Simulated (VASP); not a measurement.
Here is a VASP 6.6.1 calculation.

The input INCAR:

```
PREC = Accurate
ENCUT = 500
EDIFF = 1E-6
ISMEAR = 0
SIGMA = 0.02
LREAL = F
LASPH = T
NELM = 120
ALGO = Normal
ISIF = 2
LWAVE = F
LCHARG = F
GGA = PE
NBANDS = 16
GGA_COMPAT = F
```

KPOINTS

```
regular mesh
0
Gamma
  6 6 6
```

File POSCAR:

```
CdTe
1.0
    0.0000000000      3.3102779957      3.3102779957
    3.3102779957      0.0000000000      3.3102779957
    3.3102779957      3.3102779957      0.0000000000
Cd Te
1 1
Direct
    0.0000000000      0.0000000000      0.0000000000
    0.7500000000      0.7500000000      0.7500000000
```

Potentials or basis: VASP PAW PBE potentials, release 64 (Cd, Te).

The run is started by

```bash
$ cat potpaw_PBE.64/Cd/POTCAR potpaw_PBE.64/Te/POTCAR > POTCAR
$ mpirun -np 1 vasp_std > vasp.out
```

**Question.** What does it give for the pressure?

**Answer.** 0.1 GPa.

**Question.** What does it give for the band gap on the k mesh?

**Answer.** 0.58 eV.

Caveat: spin-orbit coupling is left out, which moves the levels of the heavy elements.
